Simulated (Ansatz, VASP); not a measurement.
## RuSeS in VASP and in Ansatz

```
Ru Se S
1.0
     3.81484    0.00000    0.00000
    -1.90742    3.30375    0.00000
     0.00000    0.00000   18.00000
Ru Se S
1 1 1
Cartesian
  0.0000 0.0000 8.9100
  1.9074 1.1013 10.5815
  0.0000 2.2025 7.4185
```

Alike in both runs: task single point; functional PBE; k mesh 6 × 6 × 1; occupations gaussian, width 0.1 eV; collinear spin.

```csv
,VASP,Ansatz
version,VASP 6.6.1,Ansatz 0.2.0
potentials or method,"VASP PAW PBE potentials, release 64 (Ru_pv, Se, S), cutoff 520 eV","scalar-relativistic, plane waves, PAW"
valence electrons in the cell,26,38
```

```tsv
	VASP	Ansatz	Ansatz less VASP
gap on the k mesh at the Fermi level (eV)	none	none	-
rms of the force components (eV/Å)	1.101	1.101	+0.0001
net moment per atom (μB)	0.67	0.67	0.000
size of the moment on the site where the two differ most (μB)	1.54	1.47	-0.073
```

Site moments also hang on the region over which each program counts them. Atom by atom the forces differ by 0.002 eV/Å (rms over components). A gap of «none» marks a metal or a gap that the smearing closes. The functional is the same, so the differences come from potentials, cutoffs and numerics. VASP's potentials hold 26 valence electrons a cell and Ansatz's 38, so a difference there can come from the potentials and not from the codes. Ansatz's warnings: slab cell height set, structure snapped to symmetry.
